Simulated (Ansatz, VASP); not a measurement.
## Two plane-wave programs on ScRu3

```
Sc Ru
1.0
    -1.93712    1.93712    4.03772
     1.93712   -1.93712    4.03772
     1.93712    1.93712   -4.03772
Sc Ru
1 3
Direct
  0.00000 0.00000 0.00000
  0.75000 0.25000 0.50000
  0.25000 0.75000 0.50000
  0.50000 0.50000 0.00000
```

Alike in both runs: functional PBE; k mesh 16 × 16 × 16; occupations gaussian, width 0.1 eV; no spin polarisation.

Ansatz relaxed the structure, and its values are those at the end. VASP's run is a single point on that final structure, the one shown.

```csv
,VASP,Ansatz
version,VASP 6.6.1,Ansatz 0.2.0
potentials or method,"VASP PAW PBE potentials, release 64 (Sc_sv, Ru_pv), cutoff 520 eV","scalar-relativistic, plane waves, PAW"
valence electrons in the cell,53,59
```

```csv
,VASP,Ansatz,Ansatz less VASP
gap on the k mesh at the Fermi level (eV),none,none,-
pressure (GPa),0.2,0.0,-0.23
```

A gap of «none» marks a metal or a gap that the smearing closes. VASP's potentials hold 53 valence electrons a cell and Ansatz's 59, so a difference there can come from the potentials and not from the codes.
